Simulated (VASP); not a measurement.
# Te (P6_3/mmc) in VASP: relaxation of cell and atoms with r2SCAN

Aim: the relaxation of cell and atoms of Te with r2SCAN.

Program: VASP 6.6.1. These are calculated values, not measurements. Logs are shortened: lines on timing, memory, paths and dates and some standing lists are left out, and cuts for length are marked.

## (1) The cell of the first run

The structure is hexagonal, space group P6_3/mmc (No. 194). The conventional cell has a = 4.563 Å, b = 4.563 Å, c = 7.529 Å, α = 90.00°, β = 90.00°, γ = 120.00°. Te (site symmetry 3m) has 4 Te at 2.80 to 2.82 Å within 3.7 Å.

## (2) Relaxation of cell and atoms, r2SCAN

Input file POSCAR:

```
Te
1.0
    4.5627952153      0.0000000000      0.0000000000
   -2.2813976077      3.9514965688      0.0000000000
    0.0000000000      0.0000000000      7.5286121053
Te
4
Direct
    0.3333333333      0.6666666667      0.4375000000
    0.6666666667      0.3333333333      0.9375000000
    0.6666666667      0.3333333333      0.5625000000
    0.3333333333      0.6666666667      0.0625000000
```

Input file INCAR.step1:

```
PREC = Accurate
ENCUT = 600
ISMEAR = 0
SIGMA = 0.1
LREAL = F
LASPH = T
NELM = 100
GGA = PE
ALGO = Normal
EDIFF = 1E-4
LWAVE = T
LCHARG = F
```

Input file INCAR.step2:

```
PREC = Accurate
ENCUT = 600
EDIFF = 1E-6
ISMEAR = 0
SIGMA = 0.1
LREAL = F
LASPH = T
NELM = 100
ALGO = Normal
ISIF = 3
LWAVE = F
LCHARG = F
METAGGA = R2SCAN
LMIXTAU = T
IBRION = 2
NSW = 90
EDIFFG = -0.04
ISTART = 1
```

Input file KPOINTS:

```
regular mesh
0
Gamma
  6 6 2
```

Potentials or basis: VASP PAW PBE potentials, release 64 (Te).

Launch:

```console
cat potpaw_PBE.64/Te/POTCAR > POTCAR
cp INCAR.step1 INCAR
mpirun -np 1 vasp_std > vasp.out
cp INCAR.step2 INCAR
mpirun -np 1 vasp_std > vasp.out
```

OUTCAR:

```text
PREC = Accurate
   ENCUT = 600
   EDIFF = 1E-6
   ISMEAR = 0
   LREAL = F
   LASPH = T
   NELM = 100
   ISIF = 3
   METAGGA = R2SCAN
   IBRION = 2
   NSW = 90
   EDIFFG = -0.04
   ISTART = 1

 ion  position               nearest neighbor table
   1  0.333  0.667  0.438-   3 2.80   3 2.80   3 2.80   4 2.82
   2  0.667  0.333  0.938-   4 2.80   4 2.80   4 2.80   3 2.82
   3  0.667  0.333  0.562-   1 2.80   1 2.80   1 2.80   2 2.82
   4  0.333  0.667  0.062-   2 2.80   2 2.80   2 2.80   1 2.82

  LATTYP: Found a hexagonal cell.
 ALAT       =     4.5627952153
 C/A-ratio  =     1.6500000000

  Lattice vectors:

 A1 = (   4.5627952153,   0.0000000000,   0.0000000000)
 A2 = (  -2.2813976077,   3.9514965688,   0.0000000000)
 A3 = (   0.0000000000,   0.0000000000,   7.5286121053)

Analysis of symmetry for initial positions (statically):
=====================================================================
 Subroutine PRICEL returns:
 Original cell was already a primitive cell.

 Routine SETGRP: Setting up the symmetry group for a
 hexagonal supercell.

 Subroutine GETGRP returns: Found 24 space group operations
 (whereof 12 operations were pure point group operations)
 out of a pool of 24 trial point group operations.

The static configuration has the point symmetry D_3d.
 The point group associated with its full space group is D_6h.

Analysis of symmetry for dynamics (positions and initial velocities):
=====================================================================
 Subroutine PRICEL returns:
 Original cell was already a primitive cell.

 Routine SETGRP: Setting up the symmetry group for a
 hexagonal supercell.

 Subroutine GETGRP returns: Found 24 space group operations
 (whereof 12 operations were pure point group operations)
 out of a pool of 24 trial point group operations.

The dynamic configuration has the point symmetry D_3d.
 The point group associated with its full space group is D_6h.

 Subroutine INISYM returns: Found 24 space group operations
 (whereof 12 operations are pure point group operations),
 and found     1 'primitive' translations

----------------------------------------------------------------------------------------

                                     Primitive cell

  volume of cell :     135.7399

  direct lattice vectors                    reciprocal lattice vectors
     4.562795215  0.000000000  0.000000000     0.219163901  0.126534337  0.000000000
    -2.281397608  3.951496569  0.000000000     0.000000000  0.253068675  0.000000000
     0.000000000  0.000000000  7.528612105     0.000000000  0.000000000  0.132826607

  length of vectors
     4.562795215  4.562795215  7.528612105     0.253068675  0.253068675  0.132826607

  position of ions in fractional coordinates (direct lattice)
     0.333333333  0.666666667  0.437500000
     0.666666667  0.333333333  0.937500000
     0.666666667  0.333333333  0.562500000
     0.333333333  0.666666667  0.062500000

  ion indices of the primitive-cell ions
   primitive index   ion index
                 1           1
                 2           2
                 3           3
                 4           4

----------------------------------------------------------------------------------------

 KPOINTS: regular mesh

Automatic generation of k-mesh.
 Grid dimensions read from file:
 generate k-points for:    6    6    2

 Generating k-lattice:

  Cartesian coordinates                     Fractional coordinates (reciprocal lattice)
     0.036527317  0.021089056  0.000000000     0.166666667 -0.000000000  0.000000000
     0.000000000  0.042178112  0.000000000     0.000000000  0.166666667  0.000000000
     0.000000000  0.000000000  0.066413303     0.000000000  0.000000000  0.500000000

  Length of vectors
     0.042178112  0.042178112  0.066413303

  Shift w.r.t. Gamma in fractional coordinates (k-lattice)
     0.000000000  0.000000000  0.000000000

 Subroutine IBZKPT returns following result:
 ===========================================

 Found     14 irreducible k-points:

 Following reciprocal coordinates:
            Coordinates               Weight
  0.000000  0.000000  0.000000      1.000000
  0.166667  0.000000  0.000000      6.000000
  0.333333  0.000000  0.000000      6.000000
  0.500000  0.000000  0.000000      3.000000
  0.166667  0.166667  0.000000      6.000000
  0.333333  0.166667  0.000000     12.000000
  0.333333  0.333333  0.000000      2.000000
  0.000000  0.000000  0.500000      1.000000
  0.166667  0.000000  0.500000      6.000000
  0.333333  0.000000  0.500000      6.000000
  0.500000  0.000000  0.500000      3.000000
  0.166667  0.166667  0.500000      6.000000
  0.333333  0.166667  0.500000     12.000000
  0.333333  0.333333  0.500000      2.000000
   k-points           NKPTS =     14   k-points in BZ     NKDIM =     14   number of bands    NBANDS=     16
   number of dos      NEDOS =    301   number of ions     NIONS =      4
   total plane-waves  NPLWV =  77760
   dimension x,y,z NGX =    36 NGY =   36 NGZ =   60
   dimension x,y,z NGXF=    72 NGYF=   72 NGZF=  120
   ions per type =               4
   NGX,Y,Z   is equivalent  to a cutoff of  13.12, 13.12, 13.25 a.u.
   NGXF,Y,Z  is equivalent  to a cutoff of  26.23, 26.23, 26.50 a.u.
 SYSTEM =  unknown system
   PREC   = accura    normal or accurate (medium, high low for compatibility)
   ISTART =      1    job   : 0-new  1-cont  2-samecut
   ICHARG =      0    charge: 1-file 2-atom 10-const
   ISPIN  =      1    spin polarized calculation?
   LNONCOLLINEAR =      F non collinear calculations
   LSORBIT =      F    spin-orbit coupling
   LASPH  =      T    aspherical Exc in radial PAW
   ENCUT  =  600.0 eV  44.10 Ry    6.64 a.u.   9.11  9.11 15.04*2*pi/ulx,y,z
   NELM   =    100;   NELMIN=  2; NELMDL=  0     # of ELM steps
   EDIFF  = 0.1E-05   stopping-criterion for ELM
   LREAL  =      F    real-space projection
   EDIFFG = -.4E-01   stopping-criterion for IOM
   NSW    =     90    number of steps for IOM
   IBRION =      2    ionic relax: 0-MD 1-quasi-New 2-CG
   NFREE  =      1    steps in history (QN), initial steepest desc. (CG)
   ISIF   =      3    stress and relaxation
   ISYM   =      2    0-nonsym 1-usesym 2-fastsym
   POTIM  = 0.5000    time-step for ionic-motion
   TEBEG  =    0.0;   TEEND  =   0.0 temperature during run
   PSTRESS=    0.0 pullay stress
   NELECT =      24.0000    total number of electrons
   NUPDOWN=      -1.0000    fix difference up-down
   EMIN   =  10.00;   EMAX   =-10.00  energy-range for DOS
   EFERMI =   0.00;   METHOD = LEGACY
   ISMEAR =     0;   SIGMA  =   0.10  broadening in eV -4-tet -1-fermi 0-gaus
   EFERMI_NEDOS =   21; number of points for ismear=-14 and -15
   IALGO  =     38    algorithm
   IMIX   =      4    mixing-type and parameters
     AMIX     =   0.40;   BMIX     =  1.00
     AMIX_MAG =   1.60;   BMIX_MAG =  1.00
  volume/ion in A,a.u.               =      33.93       229.00
  Fermi-wavevector in a.u.,A,eV,Ry     =   0.918846  1.736367 11.487100  0.844278
  Thomas-Fermi vector in A             =   2.043974
   LORBIT       =      0    0 simple, 1 ext, 2 COOP (PROOUT), +10 PAW based schemes
   METAGGA = R2SCAN    functional components
   LHFCALC =     F    Hartree Fock is set to
   AEXX    =    0.0000 exact exchange contribution
   IVDW    =     0    specifies the selected vdW correction
   LEPSILON=     F    determine dielectric tensor
   LRPA    =     F    only Hartree local field effects (RPA)
 conjugate gradient relaxation of ions
 non-spin polarized calculation
 Gauss-broadening in eV      SIGMA  =   0.10
  energy-cutoff  :      600.00
  volume of cell :      135.74
 maximum number of plane-waves:      4578
   NGX = 19   NGY = 19   NGZ = 31

--------------------------------------- Ionic step        1  -------------------------------------------

 number of electron      24.0000001 magnetization

 Free energy of the ion-electron system (eV)
  ---------------------------------------------------
  ext. energy  EPLUGINS =         0.00000000
  ---------------------------------------------------
  free energy    TOTEN  =       -97.44339962 eV

  energy without entropy =      -97.42612664  energy(sigma->0) =      -97.43476313

 E-fermi :   6.3484     XC(G=0):  -9.3448

 val. band max:        6.3328719296   @ k =   0.3333   0.3333   0.0000
 cond. band min:       6.3779761384   @ k =   0.1667   0.1667   0.0000
 fundamental gap:      0.0451042088
 Fermi energy:         6.3483797027

 k-point     1 :       0.0000    0.0000    0.0000
  band No.  band energies     occupation
      1      -9.2851      2.00000
      2      -8.0145      2.00000
      3      -4.9217      2.00000
      4      -1.3061      2.00000
      5       1.2888      2.00000
      6       1.2888      2.00000
[... 8 lines left out ...]
     15       6.7542      0.00000
     16       9.8209      0.00000
[... 352 lines left out ...]
  FREE ENERGIE OF THE ION-ELECTRON SYSTEM (eV)
  ---------------------------------------------------
  free  energy   TOTEN  =       -99.2818123956 eV

  energy  without entropy=      -99.2590918190  energy(sigma->0) =      -99.27045211

[... ionic steps 4 to 16 ...]

--------------------------------------- Ionic step       17  -------------------------------------------

 number of electron      23.9999991 magnetization

------------------------ aborting loop because EDIFF is reached ----------------------------------------

  FORCE on cell =-STRESS in cart. coord.  units (eV):
  Direction    XX          YY          ZZ          XY          YZ          ZX
  --------------------------------------------------------------------------------------
  -------------------------------------------------------------------------------------
  Total       -0.1090746     -0.1090746     -0.0565774      0.0000000      0.0000000      0.0000000
  in kB       -0.8010225     -0.8010225     -0.4154932      0.0000000      0.0000000      0.0000000
  external PRESSURE =      -0.6725127 kB  Pullay stress =       0.0000000 kB
[... 61 lines left out ...]
  energy  without entropy=     -100.2085509568  energy(sigma->0) =     -100.21205225

--------------------------------------- Ionic step       19  -------------------------------------------

 number of electron      23.9999991 magnetization

 Free energy of the ion-electron system (eV)
  ---------------------------------------------------
  ext. energy  EPLUGINS =         0.00000000
  ---------------------------------------------------
  free energy    TOTEN  =      -100.21687201 eV

  energy without entropy =     -100.20957847  energy(sigma->0) =     -100.21322524

 E-fermi :   2.0243     XC(G=0):  -7.1026

 val. band max:        1.9865609087   @ k =   0.0000   0.0000   0.0000
 cond. band min:       2.0592894070   @ k =   0.1667   0.0000   0.0000
 fundamental gap:      0.0727284983
 Fermi energy:         2.0242694380

 k-point     1 :       0.0000    0.0000    0.0000
  band No.  band energies     occupation
      1     -11.7231      2.00000
      2     -11.6682      2.00000
      3      -7.0951      2.00000
      4      -6.9413      2.00000
      5      -2.0919      2.00000
      6      -2.0919      2.00000
[... 8 lines left out ...]
     15       1.9866      1.40616
     16       2.1279      0.14263
[... 276 lines left out ...]
  FREE ENERGIE OF THE ION-ELECTRON SYSTEM (eV)
  ---------------------------------------------------
  free  energy   TOTEN  =      -100.2168720061 eV

  energy  without entropy=     -100.2095784673  energy(sigma->0) =     -100.21322524

 reached required accuracy - stopping structural energy minimisation
```

Run time: 25 min. Hardware: 1 thread of Intel Xeon Platinum 8375C at 2.90GHz (Ice Lake), shared host; peak memory 0.34 GiB.

Results:

| Quantity | Value |
| --- | --- |
| Free energy | -100.2169 eV |
| Relaxed volume | 54.48 Å³/atom |
| Relaxed cell | a = 4.908 Å, b = 4.908 Å, c = 10.447 Å, α = 90.00°, β = 90.00°, γ = 120.00° |
| Space group after relaxing (to 0.05 Å) | P6_3/mmc (No. 194) |
| Energy gained by relaxing | 693.4 meV/atom |
| Ionic steps | 19 |
| Pressure after relaxing | 0.0 GPa |
| Largest force after relaxing | 0.019 eV/Å |

Forces in eV/Å, atoms in the order of the input:
```
Te   0.000  0.000  0.019
Te   0.000  0.000  0.019
Te   0.000  0.000 -0.019
Te   0.000  0.000 -0.019
```

Step by step:
| step | energy change (eV) | largest force (eV/Å) | pressure (GPa) | volume (Å³) |
| --- | --- | --- | --- | --- |
| 1 | 0.0000 | 0.4086 | 15.07 | 135.74 |
| 2 | -1.6361 | 0.6202 | -2.60 | 208.61 |
| 3 | -1.8384 | 0.8195 | 0.03 | 184.51 |
| 4 | -1.8388 | 0.8094 | -0.14 | 185.60 |
| 5 | -2.0595 | 1.0172 | -0.49 | 187.29 |
| 6 | -2.3752 | 0.9290 | -0.21 | 189.54 |
| 7 | -2.6908 | 0.2054 | 1.48 | 193.39 |
| 8 | -2.7344 | 0.2318 | -0.13 | 213.23 |
| 9 | -2.7381 | 0.2383 | 0.20 | 208.22 |
| 10 | -2.7540 | 0.1146 | -0.02 | 209.41 |
| 11 | -2.7600 | 0.0282 | -0.25 | 210.60 |
| 12 | -2.7661 | 0.0478 | 0.19 | 208.71 |
| 13 | -2.7663 | 0.0442 | 0.12 | 209.00 |
| 14 | -2.7680 | 0.0434 | 0.10 | 210.07 |
| 15 | -2.7716 | 0.0431 | 0.02 | 213.29 |
| 16 | -2.7729 | 0.0478 | -0.09 | 219.75 |
| 17 | -2.7732 | 0.0461 | -0.07 | 218.17 |
| 18 | -2.7722 | 0.0370 | 0.23 | 217.44 |
| 19 | -2.7735 | 0.0186 | 0.03 | 217.93 |

Final structure:
```
CELL_PARAMETERS angstrom
4.90796 0.00000 0.00000
-2.45398 4.25042 0.00000
0.00000 0.00000 10.44676
ATOMIC_POSITIONS crystal
Te 0.33333 0.66667 0.46254
Te 0.66667 0.33333 0.96254
Te 0.66667 0.33333 0.53746
Te 0.33333 0.66667 0.03746
```

Caveat: the k points lie up to 0.30 Å⁻¹ apart in the final cell; the volume moved by over 15 % at a fixed basis, so the end points are rough; the bands computed are all filled at some k points, so no gap is given; the PAW data sets were made with another functional, which shifts forces and pressure a little; spin-orbit coupling is left out, which moves the levels of the heavy elements.
